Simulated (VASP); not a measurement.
GaN:

```
Ga N
1.0
     3.30003    0.00000    0.00000
    -1.65002    2.85791    0.00000
     0.00000    0.00000    4.75587
Ga N
2 2
Direct
  0.33333 0.66667 0.25000
  0.66667 0.33333 0.75000
  0.66667 0.33333 0.25000
  0.33333 0.66667 0.75000
```

Base run:

- Program: VASP 6.6.1
- Functional: r2SCAN
- Potentials or basis: VASP PAW PBE potentials, release 64 (Ga_d, N)
- Cutoff: 520 eV
- k mesh: 6 × 6 × 4
- Occupations: gaussian, width 0.01 eV
- Spin: no spin polarisation

Its results: band gap on the k mesh 1.88 eV, direct; pressure 0.9 GPa.

The run is repeated on the same cell with these changes: functional from r2SCAN to PBE; further incar settings from ALGO = Normal; EDIFF = 1e-07; NBANDS = 26 to ALGO = Normal; EDIFF = 1e-06; NBANDS = 26. What comes out?

Band gap on the k mesh 1.46 eV, direct; pressure 6.4 GPa.

Caveats: the PAW data sets were made with another functional, which shifts forces and pressure a little (some runs).

